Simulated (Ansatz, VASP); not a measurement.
# Two plane-wave programs on YHSe

```
Y H Se
1.0
     3.53366    0.00000    0.00000
    -1.76683    3.06024    0.00000
     0.00000    0.00000    3.75893
Y H Se
1 1 1
Cartesian
  0.0000 0.0000 0.0000
  0.0000 2.0402 0.0000
  1.7668 1.0201 1.8795
```

Change from the starting cell: strain -0.080 along x and y, -0.040 along z, atoms carried along.

Alike in both runs: task single point; functional LDA; k mesh 9 × 9 × 8; occupations gaussian, width 0.05 eV; no spin polarisation.

|  | VASP | Ansatz |
| --- | --- | --- |
| version | VASP 6.6.1 | Ansatz 0.2.0 |
| potentials or method | VASP PAW LDA potentials, release 64 (Y_sv, H, Se), cutoff 520 eV | scalar-relativistic, plane waves, PAW |
| valence electrons in the cell | 18 | 28 |

```csv
,VASP,Ansatz,Ansatz less VASP
gap on the k mesh at the Fermi level (eV),1.80,1.82,+0.020
least direct gap on the mesh (eV),1.81,1.83,+0.018
pressure (GPa),18.4,18.2,-0.17
"traceless stress, the component that is largest in VASP (GPa)",-6.49,-6.52,-0.037
```

LDA's correlation is that of Perdew and Zunger in VASP and of Perdew and Wang (1992) in Ansatz. VASP's potentials hold 18 valence electrons a cell and Ansatz's 28, so a difference there can come from the potentials and not from the codes.
